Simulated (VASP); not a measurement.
# Ga (Cmce) in VASP: notebook

Ga is run at these levels: PBEsol; tasks: relaxation of cell and atoms.

All numbers are computed with VASP 6.6.1; they aren't measurements. Logs are shortened: lines on timing, memory, paths and dates and some standing lists are left out, and cuts for length are marked.

**1. The cell of the first run**

It takes space group Cmce (No. 64, orthorhombic). The conventional cell has a = 4.523 Å, b = 7.661 Å, c = 4.524 Å, α = 90.00°, β = 90.00°, γ = 90.00°. Ga (site symmetry m) has 7 Ga at 2.48 to 2.79 Å within 3.3 Å.

**2. Relaxation of cell and atoms, PBEsol, target pressure 2 GPa, at which the enthalpy is minimised**

INCAR

```
SYSTEM = Ga
ALGO = Fast
EDIFF = 1E-6
EDIFFG = -0.01
ENCUT = 600
GGA = PS
IBRION = 2
ISIF = 3
ISMEAR = -1
LASPH = .TRUE.
LCHARG = .FALSE.
LREAL = .FALSE.
LWAVE = .FALSE.
NELM = 60
NSW = 60
PREC = Accurate
PSTRESS = 20.0
SIGMA = 0.05
```

KPOINTS

```
k-points
0
G
  7 7 6
  0 0 0
```

POSCAR

```
Ga
1.0
    2.2615000000     -3.8305000000      0.0000000000
    2.2615000000      3.8305000000      0.0000000000
    0.0000000000      0.0000000000      4.5240000000
Ga
4
Direct
    0.3451000000      0.6549000000      0.4190000000
    0.1549000000      0.8451000000      0.9190000000
    0.6549000000      0.3451000000      0.5810000000
    0.8451000000      0.1549000000      0.0810000000
```

Potentials or basis: VASP PAW PBE potentials, release 64 (Ga_d).

Launch:

```
$ cat potpaw_PBE.64/Ga_d/POTCAR > POTCAR
$ mpirun -np 1 vasp_std > vasp.out
```

OUTCAR:

```text
SYSTEM = Ga
   EDIFF = 1E-6
   EDIFFG = -0.01
   ENCUT = 600
   GGA = PS
   IBRION = 2
   ISIF = 3
   ISMEAR = -1
   LASPH = .TRUE.
   LREAL = .FALSE.
   NELM = 60
   NSW = 60
   PREC = Accurate
   PSTRESS = 20.0

 ion  position               nearest neighbor table
   1  0.345  0.655  0.419-   3 2.48   2 2.69   2 2.69   4 2.73   4 2.73   3 2.79   3 2.79
   2  0.155  0.845  0.919-   4 2.48   1 2.69   1 2.69   3 2.73   3 2.73   4 2.79   4 2.79
   3  0.655  0.345  0.581-   1 2.48   4 2.69   4 2.69   2 2.73   2 2.73   1 2.79   1 2.79
   4  0.845  0.155  0.081-   2 2.48   3 2.69   3 2.69   1 2.73   1 2.73   2 2.79   2 2.79

  LATTYP: Found a base centered orthorhombic cell.
 ALAT       =     4.5230000000
 B/A-ratio  =     1.6937873093
 C/A-ratio  =     1.0002210922

  Lattice vectors:

 A1 = (   2.2615000000,  -3.8305000000,   0.0000000000)
 A2 = (   2.2615000000,   3.8305000000,   0.0000000000)
 A3 = (   0.0000000000,   0.0000000000,   4.5240000000)

Analysis of symmetry for initial positions (statically):
=====================================================================
 Subroutine PRICEL returns:
 Original cell was already a primitive cell.

 Routine SETGRP: Setting up the symmetry group for a
 base centered orthorhombic supercell.

 Subroutine GETGRP returns: Found  8 space group operations
 (whereof  4 operations were pure point group operations)
 out of a pool of  8 trial point group operations.

The static configuration has the point symmetry C_2h.
 The point group associated with its full space group is D_2h.

Analysis of symmetry for dynamics (positions and initial velocities):
=====================================================================
 Subroutine PRICEL returns:
 Original cell was already a primitive cell.

 Routine SETGRP: Setting up the symmetry group for a
 base centered orthorhombic supercell.

 Subroutine GETGRP returns: Found  8 space group operations
 (whereof  4 operations were pure point group operations)
 out of a pool of  8 trial point group operations.

The dynamic configuration has the point symmetry C_2h.
 The point group associated with its full space group is D_2h.

 Subroutine INISYM returns: Found  8 space group operations
 (whereof  4 operations are pure point group operations),
 and found     1 'primitive' translations

----------------------------------------------------------------------------------------

                                     Primitive cell

  volume of cell :      78.3799

  direct lattice vectors                    reciprocal lattice vectors
     2.261500000 -3.830500000  0.000000000     0.221092195 -0.130531262  0.000000000
     2.261500000  3.830500000  0.000000000     0.221092195  0.130531262  0.000000000
     0.000000000  0.000000000  4.524000000     0.000000000  0.000000000  0.221043324

  length of vectors
     4.448270731  4.448270731  4.524000000     0.256749234  0.256749234  0.221043324

  position of ions in fractional coordinates (direct lattice)
     0.345100000  0.654900000  0.419000000
     0.154900000  0.845100000  0.919000000
     0.654900000  0.345100000  0.581000000
     0.845100000  0.154900000  0.081000000

  ion indices of the primitive-cell ions
   primitive index   ion index
                 1           1
                 2           2
                 3           3
                 4           4

----------------------------------------------------------------------------------------

 KPOINTS: k-points

Automatic generation of k-mesh.
 Grid dimensions read from file:
 generate k-points for:    7    7    6

 Generating k-lattice:

  Cartesian coordinates                     Fractional coordinates (reciprocal lattice)
     0.031584599 -0.018647323  0.000000000     0.142857143  0.000000000  0.000000000
     0.031584599  0.018647323  0.000000000     0.000000000  0.142857143  0.000000000
     0.000000000  0.000000000  0.036840554     0.000000000  0.000000000  0.166666667

  Length of vectors
     0.036678462  0.036678462  0.036840554

  Shift w.r.t. Gamma in fractional coordinates (k-lattice)
     0.000000000  0.000000000  0.000000000

 Subroutine IBZKPT returns following result:
 ===========================================

 Found     64 irreducible k-points:

 Following reciprocal coordinates:
            Coordinates               Weight
  0.000000  0.000000  0.000000      1.000000
  0.142857  0.000000  0.000000      4.000000
  0.285714  0.000000  0.000000      4.000000
  0.428571 -0.000000  0.000000      4.000000
  0.142857  0.142857  0.000000      2.000000
  0.285714  0.142857  0.000000      4.000000
[... 16 lines left out ...]
  0.428571  0.142857  0.166667      8.000000
 -0.428571  0.142857  0.166667      8.000000
 [... further k-points ...]
   k-points           NKPTS =     64   k-points in BZ     NKDIM =     64   number of bands    NBANDS=     31
   number of dos      NEDOS =    301   number of ions     NIONS =      4
   total plane-waves  NPLWV =  46656
   dimension x,y,z NGX =    36 NGY =   36 NGZ =   36
   dimension x,y,z NGXF=    72 NGYF=   72 NGZF=   72
   ions per type =               4
   NGX,Y,Z   is equivalent  to a cutoff of  13.45, 13.45, 13.23 a.u.
   NGXF,Y,Z  is equivalent  to a cutoff of  26.91, 26.91, 26.46 a.u.
 SYSTEM =  Ga
   PREC   = accura    normal or accurate (medium, high low for compatibility)
   ISTART =      0    job   : 0-new  1-cont  2-samecut
   ICHARG =      2    charge: 1-file 2-atom 10-const
   ISPIN  =      1    spin polarized calculation?
   LNONCOLLINEAR =      F non collinear calculations
   LSORBIT =      F    spin-orbit coupling
   LASPH  =      T    aspherical Exc in radial PAW
   ENCUT  =  600.0 eV  44.10 Ry    6.64 a.u.   8.88  8.88  9.04*2*pi/ulx,y,z
   NELM   =     60;   NELMIN=  2; NELMDL= -5     # of ELM steps
   EDIFF  = 0.1E-05   stopping-criterion for ELM
   LREAL  =      F    real-space projection
   EDIFFG = -.1E-01   stopping-criterion for IOM
   NSW    =     60    number of steps for IOM
   IBRION =      2    ionic relax: 0-MD 1-quasi-New 2-CG
   NFREE  =      1    steps in history (QN), initial steepest desc. (CG)
   ISIF   =      3    stress and relaxation
   ISYM   =      2    0-nonsym 1-usesym 2-fastsym
   POTIM  = 0.5000    time-step for ionic-motion
   TEBEG  =    0.0;   TEEND  =   0.0 temperature during run
   PSTRESS=   20.0 pullay stress
   NELECT =      52.0000    total number of electrons
   NUPDOWN=      -1.0000    fix difference up-down
   EMIN   =  10.00;   EMAX   =-10.00  energy-range for DOS
   EFERMI =   0.00;   METHOD = LEGACY
   ISMEAR =    -1;   SIGMA  =   0.05  broadening in eV -4-tet -1-fermi 0-gaus
   EFERMI_NEDOS =   21; number of points for ismear=-14 and -15
   IALGO  =     68    algorithm
   IMIX   =      4    mixing-type and parameters
     AMIX     =   0.40;   BMIX     =  1.00
     AMIX_MAG =   1.60;   BMIX_MAG =  1.00
  volume/ion in A,a.u.               =      19.59       132.23
  Fermi-wavevector in a.u.,A,eV,Ry     =   1.427823  2.698194 27.737908  2.038679
  Thomas-Fermi vector in A             =   2.547951
   LORBIT       =      0    0 simple, 1 ext, 2 COOP (PROOUT), +10 PAW based schemes
   GGA     = PS    functional components
   LHFCALC =     F    Hartree Fock is set to
   AEXX    =    0.0000 exact exchange contribution
   IVDW    =     0    specifies the selected vdW correction
   LEPSILON=     F    determine dielectric tensor
   LRPA    =     F    only Hartree local field effects (RPA)
 conjugate gradient relaxation of ions
 non-spin polarized calculation
 RMM-DIIS sequential band-by-band and
  energy-cutoff  :      600.00
  volume of cell :       78.38
 maximum number of plane-waves:      2636
   NGX = 17   NGY = 17   NGZ = 19

--------------------------------------- Ionic step        1  -------------------------------------------

 number of electron      52.0000010 magnetization

 Free energy of the ion-electron system (eV)
  ---------------------------------------------------
  ext. energy  EPLUGINS =         0.00000000
  ---------------------------------------------------
  free energy    TOTEN  =       -13.38567729 eV

  energy without entropy =      -13.37666357  energy(sigma->0) =      -13.38117043

------------------------ aborting loop because EDIFF is reached ----------------------------------------

  FORCE on cell =-STRESS in cart. coord.  units (eV):
  Direction    XX          YY          ZZ          XY          YZ          ZX
  --------------------------------------------------------------------------------------
  -------------------------------------------------------------------------------------
  Total       -1.1925336     -0.4700718     -0.6738257      0.0000000     -0.0000000      0.0000000
  in kB      -24.3767921     -9.6088220    -13.7737921      0.0000000     -0.0000000      0.0000000
  external PRESSURE =     -35.9198021 kB  Pullay stress =      20.0000000 kB
[... 99 lines left out ...]
  FREE ENERGIE OF THE ION-ELECTRON SYSTEM (eV)
  ---------------------------------------------------
  free  energy   TOTEN  =       -13.3847055751 eV

  energy  without entropy=      -13.3779623721  energy(sigma->0) =      -13.38133397

  enthalpy is  TOTEN    =       -12.4640951416 eV   P V=        0.9206104335

[... ionic steps 4 to 9 ...]

--------------------------------------- Ionic step       10  -------------------------------------------

 number of electron      51.9999995 magnetization

------------------------ aborting loop because EDIFF is reached ----------------------------------------

  FORCE on cell =-STRESS in cart. coord.  units (eV):
  Direction    XX          YY          ZZ          XY          YZ          ZX
  --------------------------------------------------------------------------------------
  -------------------------------------------------------------------------------------
  Total        0.9448420      0.8967740      0.9280063      0.0000000      0.0000000      0.0000000
  in kB       20.5079266     19.4646041     20.1425040      0.0000000      0.0000000      0.0000000
  external PRESSURE =       0.0383449 kB  Pullay stress =      20.0000000 kB
[... 65 lines left out ...]
  enthalpy is  TOTEN    =       -12.4682728195 eV   P V=        0.9213860347

--------------------------------------- Ionic step       12  -------------------------------------------

 number of electron      51.9999995 magnetization

 Free energy of the ion-electron system (eV)
  ---------------------------------------------------
  ext. energy  EPLUGINS =         0.00000000
  ---------------------------------------------------
  free energy    TOTEN  =       -13.38965022 eV

  energy without entropy =      -13.38488974  energy(sigma->0) =      -13.38726998

 E-fermi :   5.4910     XC(G=0): -11.1005

 val. band max:        5.4887390763   @ k =   0.2857   0.2857   0.0000
 cond. band min:       5.4975487613   @ k =   0.0000   0.0000   0.5000
 fundamental gap:      0.0088096851
 Fermi energy:         5.4909686263

 k-point     1 :       0.0000    0.0000    0.0000
  band No.  band energies     occupation
      1      -9.7933      2.00000
      2      -9.7741      2.00000
      3      -9.7261      2.00000
      4      -9.7142      2.00000
      5      -9.7097      2.00000
      6      -9.6739      2.00000
[... 805 lines left out ...]
     30       9.4188      0.00000
     31      10.7388      0.00000

 [... further k-points ...]
[... 5 lines left out ...]
  --------------------------------------------------------------------------------------
  -------------------------------------------------------------------------------------
  Total        0.9495580      0.9314358      0.9423807      0.0000000      0.0000000      0.0000000
  in kB       20.6119579     20.2185802     20.4561596      0.0000000      0.0000000      0.0000000
  external PRESSURE =       0.4288993 kB  Pullay stress =      20.0000000 kB
[... 19 lines left out ...]
  FREE ENERGIE OF THE ION-ELECTRON SYSTEM (eV)
  ---------------------------------------------------
  free  energy   TOTEN  =       -13.3896502186 eV

  energy  without entropy=      -13.3848897418  energy(sigma->0) =      -13.38726998

  enthalpy is  TOTEN    =       -12.4682840393 eV   P V=        0.9213661793

 reached required accuracy - stopping structural energy minimisation
```

It took 6.8 min on 1 thread of Intel Xeon 6975P-C (Granite Rapids), shared host; peak memory 0.3 GiB.

What came out:

| Item | Value |
| --- | --- |
| Free energy | -13.3897 eV |
| Relaxed volume | 18.45 Å³/atom |
| Relaxed cell | a = 4.355 Å, b = 4.355 Å, c = 4.486 Å, α = 90.00°, β = 90.00°, γ = 119.81° |
| Space group after relaxing (to 0.05 Å) | Cmce (No. 64) |
| Energy change on relaxing (the enthalpy is what falls) | -1.0 meV/atom |
| Ionic steps | 12 |
| Pressure after relaxing | 2.0 GPa |
| Largest force after relaxing | 0.008 eV/Å |
| Band gap on the k mesh | zero (band 26 reaches 5.93 eV, above the bottom of band 27 at 4.74 eV) |

Forces in eV/Å, atoms in the order of the input:
```
Ga   0.000 -0.001 -0.008
Ga   0.000  0.001 -0.008
Ga   0.000  0.001  0.008
Ga   0.000 -0.001  0.008
```

The path:
```csv
step,energy change (eV),largest force (eV/Å),pressure (GPa),volume (Å³)
1,0.0000,0.1196,-1.59,78.38
2,0.0044,0.0358,2.30,73.50
3,0.0010,0.0319,2.06,73.75
4,-0.0012,0.0219,2.12,73.72
5,-0.0022,0.0134,2.16,73.68
6,-0.0054,0.0177,1.92,73.92
7,-0.0046,0.0151,1.89,73.86
8,-0.0040,0.0141,1.93,73.82
9,-0.0039,0.0140,2.10,73.81
10,-0.0040,0.0106,2.00,73.82
11,-0.0040,0.0086,2.08,73.81
12,-0.0040,0.0083,2.04,73.81
```

Final structure:
```
CELL_PARAMETERS angstrom
2.18371 -3.76752 0.00000
2.18371 3.76752 0.00000
0.00000 0.00000 4.48571
ATOMIC_POSITIONS crystal
Ga 0.34460 0.65540 0.41749
Ga 0.15540 0.84460 0.91749
Ga 0.65540 0.34460 0.58251
Ga 0.84460 0.15540 0.08251
```

Caveat: the cell is relaxed towards a set pressure, so the enthalpy falls and the energy may rise; the PAW data sets were made with another functional, which shifts forces and pressure a little.

**3. Relaxation of cell and atoms, PBEsol, target pressure 5 GPa, at which the enthalpy is minimised**

INCAR

```
PREC = Accurate
ENCUT = 600
EDIFF = 1E-7
ISMEAR = -1
SIGMA = 0.05
LREAL = False
LASPH = True
NELM = 60
ALGO = Fast
ISIF = 3
LWAVE = False
LCHARG = False
GGA = PS
IBRION = 2
NSW = 60
EDIFFG = -0.01
PSTRESS = 50.0
```

KPOINTS

```
Automatic mesh
0
Gamma
  7 7 6
```

POSCAR is that of step 2.

Potentials or basis: VASP PAW PBE potentials, release 64 (Ga_d).

Launch:

```
$ cat potpaw_PBE.64/Ga_d/POTCAR > POTCAR
$ mpirun -np 1 vasp_std > vasp.out
```

OUTCAR:

```text
PREC = Accurate
   ENCUT = 600
   EDIFF = 1E-7
   ISMEAR = -1
   LREAL = False
   LASPH = True
   NELM = 60
   ISIF = 3
   GGA = PS
   IBRION = 2
   NSW = 60
   EDIFFG = -0.01
   PSTRESS = 50.0

 ion  position               nearest neighbor table
   1  0.345  0.655  0.419-   3 2.48   2 2.69   2 2.69   4 2.73   4 2.73   3 2.79   3 2.79
   2  0.155  0.845  0.919-   4 2.48   1 2.69   1 2.69   3 2.73   3 2.73   4 2.79   4 2.79
   3  0.655  0.345  0.581-   1 2.48   4 2.69   4 2.69   2 2.73   2 2.73   1 2.79   1 2.79
   4  0.845  0.155  0.081-   2 2.48   3 2.69   3 2.69   1 2.73   1 2.73   2 2.79   2 2.79

  LATTYP: Found a base centered orthorhombic cell.
[... 391 lines left out ...]
--------------------------------------- Ionic step       11  -------------------------------------------

 number of electron      51.9999979 magnetization

 Free energy of the ion-electron system (eV)
  ---------------------------------------------------
  ext. energy  EPLUGINS =         0.00000000
  ---------------------------------------------------
  free energy    TOTEN  =       -13.33321529 eV

  energy without entropy =      -13.32839041  energy(sigma->0) =      -13.33080285

 E-fermi :   5.8317     XC(G=0): -11.2857

 val. band max:        5.8056629654   @ k =  -0.2857   0.1429   0.1667
 cond. band min:       5.8352793042   @ k =   0.0000   0.0000   0.5000
 fundamental gap:      0.0296163389
 Fermi energy:         5.8316708823

 k-point     1 :       0.0000    0.0000    0.0000
  band No.  band energies     occupation
      1      -9.5204      2.00000
      2      -9.5005      2.00000
      3      -9.4461      2.00000
      4      -9.4329      2.00000
      5      -9.4285      2.00000
      6      -9.3912      2.00000
[... 805 lines left out ...]
     30       9.8870      0.00000
     31      11.2357      0.00000

 [... further k-points ...]
[... 5 lines left out ...]
  --------------------------------------------------------------------------------------
  -------------------------------------------------------------------------------------
  Total        2.2166239      2.2024660      2.1918061      0.0000000      0.0000000      0.0000000
  in kB       49.8962072     49.5775132     49.3375590      0.0000000      0.0000000      0.0000000
  external PRESSURE =      -0.3962402 kB  Pullay stress =      50.0000000 kB
[... 23 lines left out ...]
  energy  without entropy=      -13.3283904104  energy(sigma->0) =      -13.33080285

  enthalpy is  TOTEN    =       -11.1119804328 eV   P V=        2.2212348593

 reached required accuracy - stopping structural energy minimisation
```

OSZICAR:

```text
N       E                     dE             d eps       ncg     rms          rms(c)
DAV:   1     0.368752677764E+03    0.36875E+03   -0.28264E+04  4013   0.345E+03
DAV:   2     0.297113865781E+02   -0.33904E+03   -0.33384E+03  4080   0.594E+02
DAV:   3    -0.122819638919E+02   -0.41993E+02   -0.41612E+02  4465   0.161E+02
[... 106 lines left out ...]
RMM:   2    -0.133332332803E+02    0.68390E-04   -0.25136E-04  4559   0.181E-01    0.294E-02
RMM:   3    -0.133332148310E+02    0.18449E-04   -0.72536E-05  4295   0.873E-02    0.657E-03
RMM:   4    -0.133332149506E+02   -0.11963E-06   -0.27861E-05  5276   0.437E-02    0.145E-03
RMM:   5    -0.133332153161E+02   -0.36551E-06   -0.44550E-06  5607   0.169E-02    0.788E-04
RMM:   6    -0.133332152921E+02    0.24040E-07   -0.83206E-07  3950   0.918E-03
  11 F= -.11111980E+02 E0= -.11109568E+02  d E =-.628437E-04
```

It took 8.7 min on 1 thread of Intel Xeon 6975P-C (Granite Rapids), shared host; peak memory 0.31 GiB.

Results:

* Free energy: -13.3332 eV
* Relaxed volume: 17.79 Å³/atom
* Relaxed cell: a = 4.305 Å, b = 4.305 Å, c = 4.429 Å, α = 90.00°, β = 90.00°, γ = 119.88°
* Space group after relaxing (to 0.05 Å): Cmce (No. 64)
* Energy change on relaxing (the enthalpy is what falls): +13.1 meV/atom
* Ionic steps: 11
* Pressure after relaxing: 5.0 GPa
* Largest force after relaxing: 0.009 eV/Å
* Band gap on the k mesh: zero (band 26 reaches 6.29 eV, above the bottom of band 27 at 5.10 eV)

Forces in eV/Å, atoms in the order of the input:
```
Ga   0.000  0.003 -0.008
Ga   0.000 -0.003 -0.008
Ga   0.000 -0.003  0.008
Ga   0.000  0.003  0.008
```

Step by step:
```tsv
step	energy change (eV)	largest force (eV/Å)	pressure (GPa)	volume (Å³)
1	0.0000	0.1190	-1.55	78.38
2	0.1132	0.0598	6.86	69.64
3	0.0613	0.0432	5.12	71.04
4	0.0570	0.0428	4.94	71.18
5	0.0545	0.0303	4.93	71.17
6	0.0540	0.0360	4.96	71.14
7	0.0555	0.0267	5.03	71.08
8	0.0551	0.0147	5.04	71.09
9	0.0537	0.0109	4.95	71.14
10	0.0533	0.0107	4.97	71.15
11	0.0525	0.0086	4.96	71.18
```

Final structure:
```xyz
4
Lattice="2.1566 -3.7260 0.0000 2.1566 3.7260 0.0000 0.0000 0.0000 4.4288" Properties=species:S:1:pos:R:3 pbc="T T T"
Ga    2.1566    1.1565    1.8482
Ga    2.1566    2.5695    4.0626
Ga    2.1566   -1.1565    2.5807
Ga    2.1566   -2.5695    0.3663
```

Levels at points of the mesh, in eV from the Fermi level:
| k point | band 24 | band 25 | band 26 | band 27 | band 28 | band 29 |
| --- | --- | --- | --- | --- | --- | --- |
| (0.00, 0.00, 0.00) | -1.88 | -1.30 | -1.02 | 0.94 | 0.98 | 1.05 |
| (0.00, 0.00, 0.50) | -0.06 | 0.00 | 0.00 | 0.40 | 0.40 | 2.03 |

Caveat: the cell is relaxed towards a set pressure, so the enthalpy falls and the energy may rise; the PAW data sets were made with another functional, which shifts forces and pressure a little.
